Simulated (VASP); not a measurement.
# Be (P6_3/mmc) in VASP: a series of runs

Be is run at these levels: PBEsol; tasks: single point.

Program: VASP 6.6.1. These are calculated values, not measurements. Logs are shortened: lines on timing, memory, paths and dates and some standing lists are left out, and cuts for length are marked.

**1. The cell of the first run**

Symmetry: P6_3/mmc, No. 194, hexagonal system. The conventional cell has a = 2.287 Å, b = 2.287 Å, c = 3.609 Å, α = 90.00°, β = 90.00°, γ = 120.00°. Be (site symmetry -6m2) has 12 Be at 2.24 to 2.29 Å within 3.0 Å.

**2. Single point, PBEsol (volume scaled by 1.03)**

INCAR reads:

```
SYSTEM = Be
PREC = Accurate
ENCUT = 520
EDIFF = 1E-6
ISMEAR = -1
SIGMA = 0.05
LREAL = .False.
LASPH = .True.
NELM = 80
ALGO = Normal
ISIF = 2
LWAVE = .False.
LCHARG = .True.
GGA = PS
LELF = .True.
LVHAR = .True.
NBANDS = 9
```

KPOINTS reads:

```
regular mesh
0
Gamma
  21 21 11
  0 0 0
```

POSCAR reads:

```
Be
1.0
    2.2872077026      0.0000000000      0.0000000000
   -1.1436038513      1.9807799742      0.0000000000
    0.0000000000      0.0000000000      3.6094919146
Be
2
Direct
    0.3333333333      0.6666666667      0.7500000000
    0.6666666667      0.3333333333      0.2500000000
```

Potentials or basis: VASP PAW PBE potentials, release 64 (Be).

Run with:

```sh
$ cat potpaw_PBE.64/Be/POTCAR > POTCAR
$ mpirun -np 1 vasp_std > vasp.out
```

OUTCAR:

```text
SYSTEM = Be
   PREC = Accurate
   ENCUT = 520
   EDIFF = 1E-6
   ISMEAR = -1
   LREAL = .False.
   LASPH = .True.
   NELM = 80
   ISIF = 2
   GGA = PS

 ion  position               nearest neighbor table
   1  0.333  0.667  0.750-   2 2.24   2 2.24   2 2.24   2 2.24   2 2.24   2 2.24
   2  0.667  0.333  0.250-   1 2.24   1 2.24   1 2.24   1 2.24   1 2.24   1 2.24

  LATTYP: Found a hexagonal cell.
 ALAT       =     2.2872077026
 C/A-ratio  =     1.5781216155

  Lattice vectors:

 A1 = (   2.2872077026,   0.0000000000,   0.0000000000)
 A2 = (  -1.1436038513,   1.9807799742,   0.0000000000)
 A3 = (   0.0000000000,   0.0000000000,   3.6094919146)

Analysis of symmetry for initial positions (statically):
=====================================================================
 Subroutine PRICEL returns:
 Original cell was already a primitive cell.

 Routine SETGRP: Setting up the symmetry group for a
 hexagonal supercell.

 Subroutine GETGRP returns: Found 24 space group operations
 (whereof 12 operations were pure point group operations)
 out of a pool of 24 trial point group operations.

The static configuration has the point symmetry D_3d.
 The point group associated with its full space group is D_6h.

Analysis of symmetry for dynamics (positions and initial velocities):
=====================================================================
 Subroutine PRICEL returns:
 Original cell was already a primitive cell.

 Routine SETGRP: Setting up the symmetry group for a
 hexagonal supercell.

 Subroutine GETGRP returns: Found 24 space group operations
 (whereof 12 operations were pure point group operations)
 out of a pool of 24 trial point group operations.

The dynamic configuration has the point symmetry D_3d.
 The point group associated with its full space group is D_6h.

 Subroutine INISYM returns: Found 24 space group operations
 (whereof 12 operations are pure point group operations),
 and found     1 'primitive' translations

----------------------------------------------------------------------------------------

                                     Primitive cell

  volume of cell :      16.3526

  direct lattice vectors                    reciprocal lattice vectors
     2.287207703  0.000000000  0.000000000     0.437214337  0.252425815  0.000000000
    -1.143603851  1.980779974  0.000000000     0.000000000  0.504851631  0.000000000
     0.000000000  0.000000000  3.609491915     0.000000000  0.000000000  0.277047303

  length of vectors
     2.287207703  2.287207703  3.609491915     0.504851631  0.504851631  0.277047303

  position of ions in fractional coordinates (direct lattice)
     0.333333333  0.666666667  0.750000000
     0.666666667  0.333333333  0.250000000

  ion indices of the primitive-cell ions
   primitive index   ion index
                 1           1
                 2           2

----------------------------------------------------------------------------------------

 KPOINTS: regular mesh

Automatic generation of k-mesh.
 Grid dimensions read from file:
 generate k-points for:   21   21   11

 Generating k-lattice:

  Cartesian coordinates                     Fractional coordinates (reciprocal lattice)
     0.020819730  0.012020277  0.000000000     0.047619048  0.000000000  0.000000000
     0.000000000  0.024040554  0.000000000     0.000000000  0.047619048  0.000000000
     0.000000000  0.000000000  0.025186118     0.000000000  0.000000000  0.090909091

  Length of vectors
     0.024040554  0.024040554  0.025186118

  Shift w.r.t. Gamma in fractional coordinates (k-lattice)
     0.000000000  0.000000000  0.000000000

 Subroutine IBZKPT returns following result:
 ===========================================

 Found    288 irreducible k-points:

 Following reciprocal coordinates:
            Coordinates               Weight
  0.000000  0.000000  0.000000      1.000000
  0.047619  0.000000  0.000000      6.000000
  0.095238  0.000000  0.000000      6.000000
  0.142857  0.000000  0.000000      6.000000
  0.190476  0.000000  0.000000      6.000000
  0.238095  0.000000  0.000000      6.000000
[... 16 lines left out ...]
  0.142857  0.095238  0.000000     12.000000
  0.190476  0.095238  0.000000     12.000000
 [... further k-points ...]
   k-points           NKPTS =    288   k-points in BZ     NKDIM =    288   number of bands    NBANDS=      9
   number of dos      NEDOS =    301   number of ions     NIONS =      2
   total plane-waves  NPLWV =   9072
   dimension x,y,z NGX =    18 NGY =   18 NGZ =   28
   dimension x,y,z NGXF=    36 NGYF=   36 NGZF=   56
   ions per type =               2
   NGX,Y,Z   is equivalent  to a cutoff of  13.08, 13.08, 12.90 a.u.
   NGXF,Y,Z  is equivalent  to a cutoff of  26.17, 26.17, 25.79 a.u.
 SYSTEM =  Be
   PREC   = accura    normal or accurate (medium, high low for compatibility)
   ISTART =      0    job   : 0-new  1-cont  2-samecut
   ICHARG =      2    charge: 1-file 2-atom 10-const
   ISPIN  =      1    spin polarized calculation?
   LNONCOLLINEAR =      F non collinear calculations
   LSORBIT =      F    spin-orbit coupling
   LASPH  =      T    aspherical Exc in radial PAW
   ENCUT  =  520.0 eV  38.22 Ry    6.18 a.u.   4.25  4.25  6.71*2*pi/ulx,y,z
   NELM   =     80;   NELMIN=  2; NELMDL= -5     # of ELM steps
   EDIFF  = 0.1E-05   stopping-criterion for ELM
   LREAL  =      F    real-space projection
   EDIFFG = 0.1E-04   stopping-criterion for IOM
   NSW    =      0    number of steps for IOM
   IBRION =     -1    ionic relax: 0-MD 1-quasi-New 2-CG
   NFREE  =      0    steps in history (QN), initial steepest desc. (CG)
   ISIF   =      2    stress and relaxation
   ISYM   =      2    0-nonsym 1-usesym 2-fastsym
   POTIM  = 0.5000    time-step for ionic-motion
   TEBEG  =    0.0;   TEEND  =   0.0 temperature during run
   PSTRESS=    0.0 pullay stress
   NELECT =       4.0000    total number of electrons
   NUPDOWN=      -1.0000    fix difference up-down
   EMIN   =  10.00;   EMAX   =-10.00  energy-range for DOS
   EFERMI =   0.00;   METHOD = LEGACY
   ISMEAR =    -1;   SIGMA  =   0.05  broadening in eV -4-tet -1-fermi 0-gaus
   EFERMI_NEDOS =   21; number of points for ismear=-14 and -15
   IALGO  =     38    algorithm
   IMIX   =      4    mixing-type and parameters
     AMIX     =   0.40;   BMIX     =  1.00
     AMIX_MAG =   1.60;   BMIX_MAG =  1.00
  volume/ion in A,a.u.               =       8.18        55.18
  Fermi-wavevector in a.u.,A,eV,Ry     =   1.023840  1.934777 14.262291  1.048249
  Thomas-Fermi vector in A             =   2.157595
   LORBIT       =      0    0 simple, 1 ext, 2 COOP (PROOUT), +10 PAW based schemes
   GGA     = PS    functional components
   LHFCALC =     F    Hartree Fock is set to
   AEXX    =    0.0000 exact exchange contribution
   IVDW    =     0    specifies the selected vdW correction
   LEPSILON=     F    determine dielectric tensor
   LRPA    =     F    only Hartree local field effects (RPA)
 non-spin polarized calculation
  energy-cutoff  :      520.00
  volume of cell :       16.35
 maximum number of plane-waves:       461
 NGX is ok and might be reduce to    18
   NGX =  9   NGY =  9   NGZ = 13

 number of electron       4.0000000 magnetization

 Free energy of the ion-electron system (eV)
  ---------------------------------------------------
  ext. energy  EPLUGINS =         0.00000000
  ---------------------------------------------------
  free energy    TOTEN  =        -7.98394257 eV

  energy without entropy =       -7.98172337  energy(sigma->0) =       -7.98283297

 E-fermi :   6.7869     XC(G=0): -10.4985

 val. band max:        6.7836656665   @ k =   0.3333   0.0476   0.0000
 cond. band min:       6.7897635801   @ k =   0.3333   0.2857   0.0909
 fundamental gap:      0.0060979136
 Fermi energy:         6.7869149660

 k-point     1 :       0.0000    0.0000    0.0000
  band No.  band energies     occupation
      1      -4.4160      2.00000
      2       2.3843      2.00000
      3       7.7207      0.00000
      4      22.3666      0.00000
      5      22.3666      0.00000
      6      25.1334      0.00000
      7      25.1334      0.00000
      8      27.0695      0.00000
      9      33.3202      0.00000

 k-point     2 :       0.0476    0.0000    0.0000
  band No.  band energies     occupation
      1      -4.3517      2.00000
      2       2.4680      2.00000
      3       7.7416      0.00000
      4      21.8264      0.00000
      5      21.9536      0.00000
      6      25.1363      0.00000
      7      25.3560      0.00000
      8      26.9564      0.00000
      9      32.1525      0.00000

 k-point     3 :       0.0952    0.0000    0.0000
  band No.  band energies     occupation
      1      -4.1587      2.00000
      2       2.7189      2.00000
      3       7.8015      0.00000
      4      20.4502      0.00000
      5      21.0672      0.00000
      6      25.0954      0.00000
      7      25.6448      0.00000
      8      26.5734      0.00000
      9      30.4003      0.00000

 k-point     4 :       0.1429    0.0000    0.0000
  band No.  band energies     occupation
      1      -3.8368      2.00000
      2       3.1364      2.00000
      3       7.8893      0.00000
      4      18.6587      0.00000
      5      20.0728      0.00000
      6      24.9221      0.00000
      7      25.6455      0.00000
      8      25.7984      0.00000
      9      28.5525      0.00000
[... 205 lines left out ...]
 k-point    22 :       0.0952    0.0952    0.0000
  band No.  band energies     occupation
      1      -3.6434      2.00000
      2       3.3865      2.00000
      3       7.9425      0.00000
      4      18.2629      0.00000
      5      18.8438      0.00000
      6      24.9403      0.00000
      7      25.2679      0.00000
      8      25.3743      0.00000
      9      29.3549      0.00000

 k-point    23 :       0.1429    0.0952    0.0000
  band No.  band energies     occupation
      1      -3.1921      2.00000
      2       3.9687      2.00000
      3       8.0344      0.00000
      4      16.5165      0.00000
      5      17.8366      0.00000
      6      24.2062      0.00000
      7      24.3699      0.00000
      8      24.7429      0.00000
      9      28.7050      0.00000

 k-point    24 :       0.1905    0.0952    0.0000
  band No.  band energies     occupation
      1      -2.6117      2.00000
      2       4.7141      2.00000
      3       8.0770      0.00000
      4      14.7519      0.00000
      5      16.9660      0.00000
      6      22.6334      0.00000
      7      23.2836      0.00000
      8      24.2682      0.00000
      9      28.0855      0.00000

 [... further k-points ...]
[... 5 lines left out ...]
  --------------------------------------------------------------------------------------
  -------------------------------------------------------------------------------------
  Total       -0.4456347     -0.4456347     -0.5176851      0.0000000     -0.0000000      0.0000000
  in kB      -43.6618055    -43.6618055    -50.7210566      0.0000000     -0.0000000      0.0000000
  external PRESSURE =     -46.0148892 kB  Pullay stress =       0.0000000 kB

 VOLUME and BASIS-vectors are now :
 -----------------------------------------------------------------------------
  energy-cutoff  :      520.00
  volume of cell :       16.35
      direct lattice vectors                 reciprocal lattice vectors
     2.287207703  0.000000000  0.000000000     0.437214337  0.252425815  0.000000000
    -1.143603851  1.980779974  0.000000000     0.000000000  0.504851631  0.000000000
     0.000000000  0.000000000  3.609491915     0.000000000  0.000000000  0.277047303

 POSITION                                       TOTAL-FORCE (eV/Angst)
 -----------------------------------------------------------------------------------
     -0.00000      1.32052      2.70712        -0.000000     -0.000000      0.000000
      1.14360      0.66026      0.90237         0.000000      0.000000      0.000000
 -----------------------------------------------------------------------------------
    total drift:                                0.000000     -0.000000      0.000000

  FREE ENERGIE OF THE ION-ELECTRON SYSTEM (eV)
  ---------------------------------------------------
  free  energy   TOTEN  =        -7.9839425654 eV

  energy  without entropy=       -7.9817233747  energy(sigma->0) =       -7.98283297
```

Run time: 37 s. Hardware: 1 thread of AMD EPYC 7R13, shared host; peak memory 0.12 GiB.

Results:

* Free energy: -7.9839 eV
* Pressure: -4.6 GPa
* Band gap on the k mesh: zero (band 2 reaches 7.72 eV, above the bottom of band 3 at 5.70 eV)

Caveat: the PAW data sets were made with another functional, which shifts forces and pressure a little.

**3. Single point, PBEsol (volume scaled by 1.06)**

INCAR reads:

```
  PREC = Accurate
  ENCUT = 520
  EDIFF = 1E-6
  ISMEAR = -1
  SIGMA = 0.05
  LREAL = False
  LASPH = True
  NELM = 80
  ALGO = Normal
  ISIF = 2
  LWAVE = False
  LCHARG = False
  GGA = PS
  NBANDS = 9
```

KPOINTS reads:

```
Automatic mesh
0
Gamma
  21 21 11
```

POSCAR reads:

```
Be
1.0
    2.3092014336      0.0000000000      0.0000000000
   -1.1546007168      1.9998271040      0.0000000000
    0.0000000000      0.0000000000      3.6442006969
Be
2
Direct
    0.3333333333      0.6666666667      0.7500000000
    0.6666666667      0.3333333333      0.2500000000
```

Potentials or basis: VASP PAW PBE potentials, release 64 (Be).

Run with:

```sh
$ cat potpaw_PBE.64/Be/POTCAR > POTCAR
$ mpirun -np 1 vasp_std > vasp.out
```

Wall time 47 s (1 thread of AMD EPYC 7R13, shared host); peak memory 0.12 GiB.

The run converged. Its results:

* Free energy: -7.9658 eV
* Pressure: -7.6 GPa
* Band gap on the k mesh: zero (band 2 reaches 7.48 eV, above the bottom of band 3 at 5.49 eV)

Stress tensor (GPa, compression positive):
```
-7.20  0.00  0.00
 0.00 -7.20  0.00
 0.00  0.00 -8.31
```

Levels at points of the mesh, in eV from the Fermi level:
```
           k point  band 1  band 2  band 3  band 4  band 5  band 6
(0.00, 0.00, 0.00)  -11.05   -4.31    0.84   15.23   15.23   17.94
```

Caveat: the PAW data sets were made with another functional, which shifts forces and pressure a little.
